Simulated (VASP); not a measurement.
N2: single point with PBEsol

System: N2, in a box.

```
N
1.0
     9.00000    0.00000    0.00000
     0.00000    9.50000    0.00000
     0.00000    0.00000   10.00000
N
2
Direct
  0.50000 0.50000 0.44500
  0.50000 0.50000 0.55500
```

```
Program             : VASP 6.6.1
Task                : single point
Functional          : PBEsol
Potentials or basis : VASP PAW PBE potentials, release 64 (N_h)
Cutoff              : 1000 eV
k mesh              : 1 × 1 × 1
Occupations         : fermi-dirac, width 0.05 eV
Spin                : no spin polarisation
```

The largest force is 0.197 eV/Å and the gap between the frontier levels is 8.24 eV.

Forces on the atoms (eV/Å):
```
N    0.000  0.000 -0.197
N    0.000  0.000  0.197
```

Levels at points of the mesh, in eV from the valence-band top:
| k point | band 3 | band 4 | band 5 | band 6 | band 7 | band 8 |
| --- | --- | --- | --- | --- | --- | --- |
| (0.00, 0.00, 0.00) | -1.43 | -1.43 | 0.00 | 8.24 | 8.24 | 9.86 |

Run time: 3.6 min on 1 thread of AMD EPYC 7571, on a shared host, peak memory 1.5 GiB.

Caveat: the PAW data sets were made with another functional, which shifts forces and pressure a little.
